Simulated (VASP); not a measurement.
**Si (a cell with a defect): single point with PBE+D3(BJ)**

System: Si (a cell with a defect).

```
CELL_PARAMETERS angstrom
0.00000 5.43000 5.43000
5.43000 0.00000 5.43000
5.43000 5.43000 0.00000
ATOMIC_POSITIONS crystal
Si 0.01062 0.99883 0.99211
Si 0.12627 0.11490 0.13284
Si 0.01019 0.97527 0.50475
Si 0.14869 0.11498 0.62003
Si 0.98384 0.48405 0.04859
Si 0.12649 0.62629 0.13297
Si 0.00863 0.51007 0.50507
Si 0.10936 0.60870 0.67286
Si 0.49874 0.99882 0.99211
Si 0.64134 0.14100 0.07662
Si 0.51583 0.01636 0.45233
Si 0.61662 0.11505 0.62002
Si 0.49895 0.51017 0.99223
Si 0.61457 0.62629 0.13296
Si 0.47648 0.51016 0.50504
Si 0.61507 0.64978 0.62032
Si 0.81264 0.31258 0.56242
```

| Property | Result |
| --- | --- |
| Program | VASP 6.6.1 |
| Task | single point |
| Functional | PBE |
| Dispersion | D3(BJ) |
| Potentials or basis | VASP PAW PBE potentials, release 64 (Si) |
| Cutoff | 520 eV |
| k mesh | 2 × 2 × 2 |
| Occupations | gaussian, width 0.02 eV |
| Spin | no spin polarisation |
| Dipole correction | no |
| Further INCAR settings | LREAL = Auto; ALGO = Normal; EDIFF = 1e-06; NBANDS = 48 |

```yaml
Pressure: 2.0 GPa
Largest_force: 0.021 eV/Å
Band_gap_on_the_k_mesh: zero (bands 34 and 35 overlap by 0.03 eV)
Dispersion_energy_per_atom: -0.332 eV
```

Forces in eV/Å, atoms in the order of the input:
```
Si  -0.007 -0.001  0.009
Si   0.005  0.003 -0.003
Si  -0.016  0.004 -0.003
Si  -0.011 -0.008 -0.011
Si   0.013  0.010 -0.010
Si   0.007  0.009 -0.004
Si   0.010 -0.013 -0.009
Si  -0.002  0.006 -0.005
Si  -0.007 -0.009  0.002
Si  -0.014 -0.012  0.010
Si   0.004 -0.003  0.005
Si  -0.010  0.011  0.008
Si  -0.003 -0.003  0.003
Si   0.007  0.004 -0.008
Si   0.011  0.007  0.013
Si   0.014 -0.004  0.004
Si   0.000  0.000  0.000
```

Stress tensor (GPa, compression positive):
```
 2.12 -0.53  0.53
-0.53  2.00  0.38
 0.53  0.38  1.99
```

Levels at points of the mesh, in eV from the Fermi level:
| k point | band 32 | band 33 | band 34 | band 35 | band 36 | band 37 |
| --- | --- | --- | --- | --- | --- | --- |
| (0.00, 0.00, 0.00) | -0.67 | -0.67 | -0.50 | -0.01 | 0.01 | 0.27 |
| (0.50, 0.00, 0.00) | -1.36 | -0.85 | -0.31 | 0.30 | 0.65 | 0.97 |
| (0.00, 0.50, 0.00) | -1.35 | -0.85 | -0.31 | 0.29 | 0.65 | 0.96 |
| (0.00, 0.00, 0.50) | -1.27 | -1.27 | 0.02 | 0.47 | 0.50 | 1.20 |
| (0.50, 0.50, 0.50) | -1.36 | -0.85 | -0.31 | 0.30 | 0.65 | 0.97 |
| (0.50, 0.50, 0.00) | -1.72 | -0.40 | -0.27 | 0.55 | 1.42 | 1.52 |
| (0.00, 0.50, 0.50) | -1.71 | -0.38 | -0.27 | 0.56 | 1.42 | 1.52 |
| (0.50, 0.00, 0.50) | -1.72 | -0.40 | -0.27 | 0.55 | 1.42 | 1.52 |

Wall time 100 s on 1 thread of Intel(R) Xeon(R) 6975P-C (Granite Rapids) (shared host), peak memory 0.46 GiB.

Caveat: the k points lie up to 0.50 Å⁻¹ apart.
